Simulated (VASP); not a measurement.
MgO:

```xyz
2
Lattice="0.0000 2.2820 2.2820 2.2820 0.0000 2.2820 2.2820 2.2820 0.0000" Properties=species:S:1:pos:R:3 pbc="T T T"
Mg    0.0000    0.0000    0.0000
O     1.1410    1.1410    1.1410
```

Program: VASP 6.6.1. Alike in all runs: task single point; potentials or basis VASP PAW PBE potentials, release 64 (Mg, O); no spin polarisation; cell as given; k mesh 6 × 6 × 6; cutoff (eV) 520; smearing gaussian 0.01 eV.

Task: Order these runs on this cell by their band gap on the k mesh, lowest first.
A. level HSE06; share of exact exchange 0.25; screening parameter 0.2079 1/Å
B. level PBE0; share of exact exchange 0.25
C. level r2SCAN0; share of exact exchange 0.25
D. level HF; share of exact exchange 1

Result: A (5.24 eV), B (5.97 eV), C (6.41 eV), D (13.72 eV).

Caveats: the structure was generated, so it needn't be the stable form of MgO.
